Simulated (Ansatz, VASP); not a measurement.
**One calculation of ZrB2, two programs**

```xyz
3
Lattice="3.2322 0.0000 0.0000 -1.6161 2.7991 0.0000 0.0000 0.0000 3.6023" Properties=species:S:1:pos:R:3 pbc="T T T"
Zr    0.0000    0.0000    0.0000
B     1.6161    0.9330    1.8011
B     0.0000    1.8661    1.8011
```

Alike in both runs: task single point; functional r2SCAN; k mesh 10 × 10 × 8; occupations fermi-dirac, width 0.05 eV; no spin polarisation.

```csv
,VASP,Ansatz
version,VASP 6.6.1,Ansatz 0.2.0
potentials or method,"VASP PAW PBE potentials, release 64 (Zr_sv, B)",Ansatz PAW
plane-wave cutoff (eV),520,500
valence electrons in the cell,18,18
```

```tsv
	VASP	Ansatz	Ansatz less VASP
gap on the k mesh at the Fermi level (eV)	none	none	-
pressure (GPa)	-12.0	-12.0	-0.05
traceless stress, the component that is largest in VASP (GPa)	2.40	2.39	-0.010
```

VASP's potentials were made for PBE, not for r2SCAN. A gap of «none» marks a metal or a gap that the smearing closes.
